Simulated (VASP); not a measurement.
# PbS (Cmcm) in VASP: settings compared

The runs below take PbS through single point, with SVWN5, PBE.

All numbers are computed with VASP 6.6.1; they aren't measurements. Logs are shortened: lines on timing, memory, paths and dates and some standing lists are left out, and cuts for length are marked.

## Step 1: The cell of the first run

The structure is orthorhombic, space group Cmcm (No. 63). Conventional cell: a = 4.057 Å, b = 11.407 Å, c = 4.192 Å, α = 90.00°, β = 90.00°, γ = 90.00°. Pb (site symmetry m2m) has 7 S at 2.67 to 3.65 Å and 2 Pb at 3.55 Å within 3.7 Å. Within 3.5 Å of S (site symmetry m2m) lie 5 Pb at 2.67 to 2.92 Å.

## Step 2: Single point, SVWN5

File INCAR:

```
SYSTEM = PbS
PREC = Accurate
ENCUT = 520
EDIFF = 1E-6
ISMEAR = -1
SIGMA = 0.05
LREAL = .False.
LASPH = .True.
NELM = 60
ALGO = Normal
ISIF = 2
LWAVE = .False.
LCHARG = .True.
GGA = VW
LELF = .True.
LVHAR = .True.
NBANDS = 28
```

File KPOINTS:

```
Automatic mesh
0
Gamma
  7 7 6
  0 0 0
```

File POSCAR:

```
PbS
1.0
    2.0284892151     -5.7035554694      0.0000000000
    2.0284892151      5.7035554694      0.0000000000
    0.0000000000      0.0000000000      4.1918555704
Pb S
2 2
Direct
    0.1253229216      0.8746770784      0.2500000000
    0.8746770784      0.1253229216      0.7500000000
    0.3595190154      0.6404809846      0.2500000000
    0.6404809846      0.3595190154      0.7500000000
```

Potentials or basis: VASP PAW PBE potentials, release 64 (Pb_d, S).

On the command line:

```
> cat potpaw_PBE.64/Pb_d/POTCAR potpaw_PBE.64/S/POTCAR > POTCAR
> mpirun -np 1 vasp_std > vasp.out
```

OUTCAR:

```text
SYSTEM = PbS
   PREC = Accurate
   ENCUT = 520
   EDIFF = 1E-6
   ISMEAR = -1
   LREAL = .False.
   LASPH = .True.
   NELM = 60
   ISIF = 2
   GGA = VW

 ion  position               nearest neighbor table
   1  0.125  0.875  0.250-   3 2.67   4 2.92   4 2.92   4 2.92   4 2.92   2 3.55   2 3.55   2 4.07
                             2 4.07   2 4.07   2 4.07
   2  0.875  0.125  0.750-   4 2.67   3 2.92   3 2.92   3 2.92   3 2.92   1 3.55   1 3.55   1 4.07
                             1 4.07   1 4.07   1 4.07
   3  0.360  0.640  0.250-   1 2.67   2 2.92   2 2.92   2 2.92   2 2.92
   4  0.640  0.360  0.750-   2 2.67   1 2.92   1 2.92   1 2.92   1 2.92

  LATTYP: Found a base centered orthorhombic cell.
 ALAT       =     4.0569784302
 B/A-ratio  =     2.8117258041
 C/A-ratio  =     1.0332457129

  Lattice vectors:

 A1 = (   2.0284892151,  -5.7035554694,   0.0000000000)
 A2 = (   2.0284892151,   5.7035554694,   0.0000000000)
 A3 = (   0.0000000000,   0.0000000000,   4.1918555704)

Analysis of symmetry for initial positions (statically):
=====================================================================
 Subroutine PRICEL returns:
 Original cell was already a primitive cell.

 Routine SETGRP: Setting up the symmetry group for a
 base centered orthorhombic supercell.

 Subroutine GETGRP returns: Found  8 space group operations
 (whereof  4 operations were pure point group operations)
 out of a pool of  8 trial point group operations.

The static configuration has the point symmetry C_2h.
 The point group associated with its full space group is D_2h.

Analysis of symmetry for dynamics (positions and initial velocities):
=====================================================================
 Subroutine PRICEL returns:
 Original cell was already a primitive cell.

 Routine SETGRP: Setting up the symmetry group for a
 base centered orthorhombic supercell.

 Subroutine GETGRP returns: Found  8 space group operations
 (whereof  4 operations were pure point group operations)
 out of a pool of  8 trial point group operations.

The dynamic configuration has the point symmetry C_2h.
 The point group associated with its full space group is D_2h.

 Subroutine INISYM returns: Found  8 space group operations
 (whereof  4 operations are pure point group operations),
 and found     1 'primitive' translations

----------------------------------------------------------------------------------------

                                     Primitive cell

  volume of cell :      96.9962

  direct lattice vectors                    reciprocal lattice vectors
[... 86 lines left out ...]
   LNONCOLLINEAR =      F non collinear calculations
   LSORBIT =      F    spin-orbit coupling
   LASPH  =      T    aspherical Exc in radial PAW
   ENCUT  =  520.0 eV  38.22 Ry    6.18 a.u.  11.26 11.26  7.79*2*pi/ulx,y,z
   NELM   =     60;   NELMIN=  2; NELMDL= -5     # of ELM steps
   EDIFF  = 0.1E-05   stopping-criterion for ELM
   LREAL  =      F    real-space projection
[... 7 lines left out ...]
   TEBEG  =    0.0;   TEEND  =   0.0 temperature during run
   PSTRESS=    0.0 pullay stress
   NELECT =      40.0000    total number of electrons
   NUPDOWN=      -1.0000    fix difference up-down
   EMIN   =  10.00;   EMAX   =-10.00  energy-range for DOS
   EFERMI =   0.00;   METHOD = LEGACY
   ISMEAR =    -1;   SIGMA  =   0.05  broadening in eV -4-tet -1-fermi 0-gaus
   EFERMI_NEDOS =   21; number of points for ismear=-14 and -15
   IALGO  =     38    algorithm
   IMIX   =      4    mixing-type and parameters
     AMIX     =   0.40;   BMIX     =  1.00
     AMIX_MAG =   1.60;   BMIX_MAG =  1.00
  volume/ion in A,a.u.               =      24.25       163.64
  Fermi-wavevector in a.u.,A,eV,Ry     =   1.218550  2.302725 20.202795  1.484864
  Thomas-Fermi vector in A             =   2.353832
   LORBIT       =      0    0 simple, 1 ext, 2 COOP (PROOUT), +10 PAW based schemes
   GGA     = VW    functional components
   LHFCALC =     F    Hartree Fock is set to
   AEXX    =    0.0000 exact exchange contribution
   IVDW    =     0    specifies the selected vdW correction
   LEPSILON=     F    determine dielectric tensor
   LRPA    =     F    only Hartree local field effects (RPA)
 non-spin polarized calculation
  energy-cutoff  :      520.00
  volume of cell :       97.00
 maximum number of plane-waves:      2636
 NGX is ok and might be reduce to    48
   NGX = 23   NGY = 23   NGZ = 15

 number of electron      40.0000000 magnetization

 Free energy of the ion-electron system (eV)
  ---------------------------------------------------
  ext. energy  EPLUGINS =         0.00000000
  ---------------------------------------------------
  free energy    TOTEN  =       -19.88278944 eV

  energy without entropy =      -19.88278748  energy(sigma->0) =      -19.88278846

 E-fermi :   6.2310     XC(G=0): -10.3898

 val. band max:        5.7248844878   @ k =  -0.4286   0.4286   0.3333
 cond. band min:       6.6865562261   @ k =   0.4286   0.4286   0.0000
 fundamental gap:      0.9616717384
 Fermi energy:         6.2309557871

 k-point     1 :       0.0000    0.0000    0.0000
  band No.  band energies     occupation
      1     -10.7114      2.00000
      2     -10.5775      2.00000
      3     -10.5680      2.00000
      4     -10.5317      2.00000
      5     -10.4883      2.00000
      6     -10.4875      2.00000
[... 733 lines left out ...]
     27      13.3923      0.00000
     28      13.9620      0.00000

 [... further k-points ...]

------------------------ aborting loop because EDIFF is reached ----------------------------------------

  FORCE on cell =-STRESS in cart. coord.  units (eV):
  Direction    XX          YY          ZZ          XY          YZ          ZX
  --------------------------------------------------------------------------------------
  -------------------------------------------------------------------------------------
  Total        0.0231140     -0.0014916      0.0223595      0.0000000      0.0000000      0.0000000
  in kB        0.3817959     -0.0246375      0.3693337      0.0000000      0.0000000      0.0000000
  external PRESSURE =       0.2421640 kB  Pullay stress =       0.0000000 kB

 VOLUME and BASIS-vectors are now :
 -----------------------------------------------------------------------------
  energy-cutoff  :      520.00
  volume of cell :       97.00
      direct lattice vectors                 reciprocal lattice vectors
     2.028489215 -5.703555469  0.000000000     0.246488863 -0.087664616  0.000000000
     2.028489215  5.703555469  0.000000000     0.246488863  0.087664616  0.000000000
     0.000000000  0.000000000  4.191855570     0.000000000  0.000000000  0.238557838

 POSITION                                       TOTAL-FORCE (eV/Angst)
 -----------------------------------------------------------------------------------
      2.02849      4.27398      1.04796         0.000000      0.005757     -0.000000
      2.02849     -4.27398      3.14389         0.000000     -0.005757      0.000000
      2.02849      1.60248      1.04796         0.000000     -0.005682     -0.000000
      2.02849     -1.60248      3.14389         0.000000      0.005682     -0.000000
 -----------------------------------------------------------------------------------
    total drift:                               -0.000000      0.000000     -0.000000

  FREE ENERGIE OF THE ION-ELECTRON SYSTEM (eV)
  ---------------------------------------------------
  free  energy   TOTEN  =       -19.8827894354 eV

  energy  without entropy=      -19.8827874793  energy(sigma->0) =      -19.88278846
```

OSZICAR:

```text
N       E                     dE             d eps       ncg     rms          rms(c)
DAV:   1     0.419341759902E+03    0.41934E+03   -0.19123E+04  3584   0.158E+03
DAV:   2     0.268290233623E+02   -0.39251E+03   -0.38100E+03  3612   0.412E+02
DAV:   3    -0.184956076489E+02   -0.45325E+02   -0.44154E+02  4700   0.156E+02
DAV:   4    -0.205947834641E+02   -0.20992E+01   -0.20897E+01  4324   0.338E+01
DAV:   5    -0.206781555550E+02   -0.83372E-01   -0.83358E-01  4732   0.707E+00    0.616E+00
DAV:   6    -0.198891690577E+02    0.78899E+00   -0.19445E+00  5052   0.102E+01    0.383E+00
DAV:   7    -0.198891833101E+02   -0.14252E-04   -0.37755E-01  4292   0.267E+00    0.203E+00
DAV:   8    -0.198849576972E+02    0.42256E-02   -0.46483E-02  5356   0.166E+00    0.191E-01
DAV:   9    -0.198827225510E+02    0.22351E-02   -0.11009E-02  5068   0.788E-01    0.569E-02
DAV:  10    -0.198827800044E+02   -0.57453E-04   -0.84357E-04  4072   0.167E-01    0.363E-02
DAV:  11    -0.198827894873E+02   -0.94829E-05   -0.69905E-05  5444   0.509E-02    0.200E-02
DAV:  12    -0.198827894354E+02    0.51919E-07   -0.76646E-06  3796   0.146E-02
   1 F= -.19882789E+02 E0= -.19882788E+02  d E =-.195604E-05
```

Run time: 93 s. Hardware: 1 thread of AMD EPYC 9R45 (Zen 5), shared host; peak memory 0.27 GiB.

Results:

- Free energy: -19.8828 eV
- Pressure: 0.0 GPa
- Largest force: 0.006 eV/Å
- Band gap on the k mesh: 0.96 eV (least direct gap 1.13 eV)

Forces in eV/Å, atoms in the order of the input:
```
Pb   0.000  0.006  0.000
Pb   0.000 -0.006  0.000
S    0.000 -0.006  0.000
S    0.000  0.006  0.000
```

Caveat: the PAW data sets were made with another functional, which shifts forces and pressure a little; spin-orbit coupling is left out, which moves the levels of the heavy elements.

## Step 3: Single point, PBE

This run uses another cell than the first one, of 25.06 Å³/atom.

File INCAR:

```
PREC = Accurate ; ENCUT = 520
EDIFF = 1E-6 ; ISMEAR = -1
SIGMA = 0.05 ; LREAL = F
LASPH = T ; NELM = 100
ALGO = Normal ; ISIF = 2
LWAVE = F ; LCHARG = F
GGA = PE ; NBANDS = 28
```

File KPOINTS:

```
regular mesh
0
Gamma
  7 7 6
```

File POSCAR:

```
PbS
1.0
    2.0374927668     -5.8689911821      0.0000000000
    2.0374927668      5.8689911821      0.0000000000
    0.0000000000      0.0000000000      4.1919633476
Pb S
2 2
Direct
    0.1305633500      0.8694366500      0.2500000000
    0.8694366500      0.1305633500      0.7500000000
    0.3547970900      0.6452029100      0.2500000000
    0.6452029100      0.3547970900      0.7500000000
```

Potentials or basis: VASP PAW PBE potentials, release 64 (Pb_d, S).

On the command line:

```
> cat potpaw_PBE.64/Pb_d/POTCAR potpaw_PBE.64/S/POTCAR > POTCAR
> mpirun -np 1 vasp_std > vasp.out
```

OUTCAR:

```text
PREC = Accurate
   ENCUT = 520
   EDIFF = 1E-6
   ISMEAR = -1
   LREAL = F
   LASPH = T
   NELM = 100
   ISIF = 2
   GGA = PE

 ion  position               nearest neighbor table
   1  0.131  0.869  0.250-   3 2.63   4 2.93   4 2.93   4 2.93   4 2.93   2 3.71   2 3.71   2 4.05
                             2 4.05   2 4.05   2 4.05
   2  0.869  0.131  0.750-   4 2.63   3 2.93   3 2.93   3 2.93   3 2.93   1 3.71   1 3.71   1 4.05
                             1 4.05   1 4.05   1 4.05
   3  0.355  0.645  0.250-   1 2.63   2 2.93   2 2.93   2 2.93   2 2.93
   4  0.645  0.355  0.750-   2 2.63   1 2.93   1 2.93   1 2.93   1 2.93

  LATTYP: Found a base centered orthorhombic cell.
 ALAT       =     4.0749855336
 B/A-ratio  =     2.8804966956
 C/A-ratio  =     1.0287063139

  Lattice vectors:

 A1 = (   2.0374927668,  -5.8689911821,   0.0000000000)
 A2 = (   2.0374927668,   5.8689911821,   0.0000000000)
 A3 = (   0.0000000000,   0.0000000000,   4.1919633476)

Analysis of symmetry for initial positions (statically):
=====================================================================
 Subroutine PRICEL returns:
 Original cell was already a primitive cell.

 Routine SETGRP: Setting up the symmetry group for a
 base centered orthorhombic supercell.

 Subroutine GETGRP returns: Found  8 space group operations
 (whereof  4 operations were pure point group operations)
 out of a pool of  8 trial point group operations.

The static configuration has the point symmetry C_2h.
 The point group associated with its full space group is D_2h.

Analysis of symmetry for dynamics (positions and initial velocities):
=====================================================================
 Subroutine PRICEL returns:
 Original cell was already a primitive cell.

 Routine SETGRP: Setting up the symmetry group for a
 base centered orthorhombic supercell.

[... 125 lines left out ...]
   EFERMI_NEDOS =   21; number of points for ismear=-14 and -15
   IALGO  =     38    algorithm
   IMIX   =      4    mixing-type and parameters
     AMIX     =   0.40;   BMIX     =  1.00
     AMIX_MAG =   1.60;   BMIX_MAG =  1.00
  volume/ion in A,a.u.               =      25.06       169.14
  Fermi-wavevector in a.u.,A,eV,Ry     =   1.205200  2.277498 19.762561  1.452507
  Thomas-Fermi vector in A             =   2.340903
   LORBIT       =      0    0 simple, 1 ext, 2 COOP (PROOUT), +10 PAW based schemes
   GGA     = PE    functional components
   LHFCALC =     F    Hartree Fock is set to
   AEXX    =    0.0000 exact exchange contribution
   IVDW    =     0    specifies the selected vdW correction
   LEPSILON=     F    determine dielectric tensor
   LRPA    =     F    only Hartree local field effects (RPA)
 non-spin polarized calculation
  energy-cutoff  :      520.00
  volume of cell :      100.26
 maximum number of plane-waves:      2732
 NGX is ok and might be reduce to    48
   NGX = 23   NGY = 23   NGZ = 15

 number of electron      39.9999997 magnetization

 Free energy of the ion-electron system (eV)
  ---------------------------------------------------
  ext. energy  EPLUGINS =         0.00000000
  ---------------------------------------------------
  free energy    TOTEN  =       -17.26025126 eV

  energy without entropy =      -17.26025081  energy(sigma->0) =      -17.26025103

 E-fermi :   6.2305     XC(G=0):  -9.8742

 val. band max:        5.6492935467   @ k =  -0.4286   0.4286   0.3333
 cond. band min:       6.7613466456   @ k =   0.4286   0.4286   0.0000
 fundamental gap:      1.1120530989
 Fermi energy:         6.2304500790

 k-point     1 :       0.0000    0.0000    0.0000
  band No.  band energies     occupation
      1     -10.8285      2.00000
      2     -10.6850      2.00000
      3     -10.6724      2.00000
      4     -10.6699      2.00000
      5     -10.6295      2.00000
      6     -10.6234      2.00000
[... 733 lines left out ...]
     27      13.2167      0.00000
     28      13.9697      0.00000

 [... further k-points ...]

------------------------ aborting loop because EDIFF is reached ----------------------------------------

  FORCE on cell =-STRESS in cart. coord.  units (eV):
  Direction    XX          YY          ZZ          XY          YZ          ZX
  --------------------------------------------------------------------------------------
  -------------------------------------------------------------------------------------
  Total        3.0337833      3.1854325      2.9694987      0.0000000      0.0000000      0.0000000
  in kB       48.4828485     50.9063527     47.4555177      0.0000000      0.0000000      0.0000000
  external PRESSURE =      48.9482396 kB  Pullay stress =       0.0000000 kB

 VOLUME and BASIS-vectors are now :
 -----------------------------------------------------------------------------
  energy-cutoff  :      520.00
  volume of cell :      100.26
      direct lattice vectors                 reciprocal lattice vectors
     2.037492767 -5.868991182  0.000000000     0.245399644 -0.085193517  0.000000000
     2.037492767  5.868991182  0.000000000     0.245399644  0.085193517  0.000000000
     0.000000000  0.000000000  4.191963348     0.000000000  0.000000000  0.238551704

 POSITION                                       TOTAL-FORCE (eV/Angst)
 -----------------------------------------------------------------------------------
      2.03749      4.33644      1.04799         0.000000      0.480701      0.000000
      2.03749     -4.33644      3.14397         0.000000     -0.480701     -0.000000
      2.03749      1.70439      1.04799         0.000000     -0.360663      0.000000
      2.03749     -1.70439      3.14397         0.000000      0.360663     -0.000000
 -----------------------------------------------------------------------------------
    total drift:                               -0.000000     -0.000000      0.000000

  FREE ENERGIE OF THE ION-ELECTRON SYSTEM (eV)
  ---------------------------------------------------
  free  energy   TOTEN  =       -17.2602512557 eV

  energy  without entropy=      -17.2602508057  energy(sigma->0) =      -17.26025103
```

stdout:

```text
POSCAR found type information on POSCAR PbS
 POSCAR found :  2 types and       4 ions
 scaLAPACK will be used
 LDA part: xc-table for (Slater+PW92), standard interpolation
 POSCAR, INCAR and KPOINTS ok, starting setup
 FFT: planning ... GRIDC
 FFT: planning ... GRID_SOFT
 FFT: planning ... GRID
 WAVECAR not read
 entering main loop
```

It took 1.7 min on 1 thread of AMD EPYC 9R45 (Zen 5), shared host; peak memory 0.31 GiB.

Results:

* Free energy: -17.2603 eV
* Pressure: 4.9 GPa
* Largest force: 0.481 eV/Å
* Band gap on the k mesh: 1.11 eV (least direct gap 1.41 eV)

Forces on the atoms (eV/Å):
```
Pb   0.000  0.481  0.000
Pb   0.000 -0.481  0.000
S    0.000 -0.361  0.000
S    0.000  0.361  0.000
```

Stress tensor (GPa, compression positive):
```
4.85 0.00 0.00
0.00 5.09 0.00
0.00 0.00 4.75
```

Caveat: the cell stands under pressure; spin-orbit coupling is left out, which moves the levels of the heavy elements. A k mesh can miss the band edges.

## Step 4: Single point, PBE

This run uses another cell than the first one, of 25.60 Å³/atom.

File INCAR:

```
  ALGO = Normal
  EDIFF = 1E-7
  ENCUT = 520
  GGA = PE
  ISIF = 2
  ISMEAR = -1
  LASPH = True
  LCHARG = True
  LELF = True
  LREAL = False
  LVHAR = True
  LWAVE = False
  NBANDS = 28
  NELM = 60
  PREC = Accurate
  SIGMA = 0.05
```

File KPOINTS:

```
k-points
0
Gamma
  7 7 6
```

File POSCAR:

```
PbS
1.0
    2.0518417802     -5.9103234677      0.0000000000
    2.0518417802      5.9103234677      0.0000000000
    0.0000000000      0.0000000000      4.2214851889
Pb S
2 2
Direct
    0.1305633500      0.8694366500      0.2500000000
    0.8694366500      0.1305633500      0.7500000000
    0.3547970900      0.6452029100      0.2500000000
    0.6452029100      0.3547970900      0.7500000000
```

On the command line:

```
> cat potpaw_PBE.64/Pb_d/POTCAR potpaw_PBE.64/S/POTCAR > POTCAR
> mpirun -np 1 vasp_std > vasp.out
```

Wall time 1.8 min (1 thread of AMD EPYC 9R45 (Zen 5), shared host); peak memory 0.31 GiB.

It converged, with:

```yaml
Free_energy: -17.3166 eV
Pressure: 3.5 GPa
Largest_force: 0.334 eV/Å
Band_gap_on_the_k_mesh: 1.16 eV (least direct gap 1.44 eV)
```

Forces on the atoms (eV/Å):
```
Pb   0.000  0.334  0.000
Pb   0.000 -0.334  0.000
S    0.000 -0.268  0.000
S    0.000  0.268  0.000
```

Stress tensor (GPa, compression positive):
```
3.39 0.00 0.00
0.00 3.68 0.00
0.00 0.00 3.29
```

Levels at points of the mesh, in eV from the valence-band top:
```
           k point  band 16  band 17  band 18  band 19  band 20  band 21  band 22  band 23  band 24  band 25
(0.00, 0.00, 0.00)    -3.12    -2.53    -1.77    -1.59    -0.52     4.66     4.81     5.01     5.78     6.00
(0.00, 0.00, 0.50)    -2.89    -1.20    -1.20    -0.07    -0.07     1.84     1.84     2.81     2.81     5.16
```

Caveat: the cell stands under pressure; spin-orbit coupling is left out, which moves the levels of the heavy elements. A k mesh can miss the band edges.

## Step 5: Overview

```tsv
level	cell	gap on the mesh (eV)	pressure (GPa)	largest force (eV/Å)
SVWN5	a = 6.054, b = 6.054, c = 4.192 Å, angles 90.0, 90.0, 140.8°, 4 atoms, atomic positions A	0.96	0.0	0.01
PBE	a = 6.213, b = 6.213, c = 4.192 Å, angles 90.0, 90.0, 141.7°, 4 atoms, atomic positions B	1.11	4.9	0.48
PBE	a = 6.256, b = 6.256, c = 4.221 Å, angles 90.0, 90.0, 141.7°, 4 atoms, atomic positions B	1.16	3.5	0.33
```

Alike in all rows: task single point; potentials or basis VASP PAW PBE potentials, release 64 (Pb_d, S); no spin polarisation; k mesh 7 × 7 × 6; cutoff (eV) 520; smearing fermi-dirac 0.05 eV.

Caveats: spin-orbit coupling is left out, which moves the levels of the heavy elements; the cell stands under pressure (at least some runs); the PAW data sets were made with another functional, which shifts forces and pressure a little (at least some runs).

Absolute energies hang on the potentials; compare differences alone.
